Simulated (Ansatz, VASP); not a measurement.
**Two plane-wave programs on PtS2**

POSCAR

```
PtS2
1.0
    3.3792560388      0.0000000000      0.0000000000
   -1.6896280194      2.9265215755      0.0000000000
    0.0000000000      0.0000000000      4.8728364795
Pt S
1 2
Direct
    0.0000000000      0.0000000000      0.0000000000
    0.3333333333      0.6666666667      0.2665116494
    0.6666666667      0.3333333333      0.7334883506
```

The input INCAR.step1:

```
SYSTEM = PtS2
PREC = Accurate
ENCUT = 520
ISMEAR = 0
SIGMA = 0.01
LREAL = .False.
LASPH = .True.
NELM = 60
NBANDS = 18
GGA = PE
ALGO = Normal
EDIFF = 1E-4
LWAVE = .True.
LCHARG = .False.
```

File INCAR.step2:

```
SYSTEM = PtS2
PREC = Accurate
ENCUT = 520
EDIFF = 1E-6
ISMEAR = 0
SIGMA = 0.01
LREAL = .False.
LASPH = .True.
NELM = 60
ALGO = Normal
ISIF = 2
LWAVE = .False.
LCHARG = .False.
METAGGA = R2SCAN
LMIXTAU = .True.
NBANDS = 18
ISTART = 1
```

KPOINTS

```
Automatic mesh
0
Gamma
  12 12 6
  0 0 0
```

Input for Ansatz:

```yaml
crystal:
  lattice:
    - [3.3792560388, 0.0, 0.0]
    - [-1.6896280194, 2.9265215755, 0.0]
    - [0.0, 0.0, 4.8728364795]
  atoms:
    - { symbol: Pt, position: [0.0, 0.0, 0.0] }
    - { symbol: S, position: [0.3333333333, 0.6666666667, 0.2665116494] }
    - { symbol: S, position: [0.6666666667, 0.3333333333, 0.7334883506] }
kpoints:
  mp_grid: { grid: [12, 12, 6] }
  band_path:
    path:
      - [0.0, 0.0, 0.0]
      - [0.5, 0.0, 0.0]
      - [0.3333333333, 0.3333333333, 0.0]
      - [0.0, 0.0, 0.5]
      - [0.5, 0.0, 0.5]
      - [0.3333333333, 0.3333333333, 0.5]
      - [0.0, 0.25, 0.3333333333]
      - [0.0, 0.28776, 0.299479]
    npoints: 1
hamiltonian:
  xc: r2scan
scf:
  occupations: { method: fixed }
  n_extra_bands: 4
output:
  forces: true
  stress: true
  eigenvalues: true
```

Change from the starting cell: hydrostatic strain -4.9%.

Alike in both runs: task single point; functional r2SCAN; k mesh 12 × 12 × 6; no spin polarisation.

|  | VASP | Ansatz |
| --- | --- | --- |
| version | VASP 6.6.1 | Ansatz 0.2.0 |
| potentials or method | VASP PAW PBE potentials, release 64 (Pt, S) | plane waves, PAW |
| plane-wave cutoff (eV) | 520 | 500 |
| occupations | gaussian, width 0.01 eV | fixed |
| valence electrons in the cell | 22 | 30 |

```tsv
	VASP	Ansatz	Ansatz less VASP
gap on the k mesh at the Fermi level (eV)	0.44	0.44	+0.001
pressure (GPa)	17.2	17.2	+0.03
traceless stress, the component that is largest in VASP (GPa)	-8.72	-8.70	+0.012
rms of the force components (eV/Å)	0.019	0.020	+0.0008
```

VASP's potentials were made for PBE, not for r2SCAN. Atom by atom the forces differ by 0.001 eV/Å (rms over components). VASP's potentials hold 22 valence electrons a cell and Ansatz's 30, so a difference there can come from the potentials and not from the codes.

Neither program's run includes spin-orbit coupling.
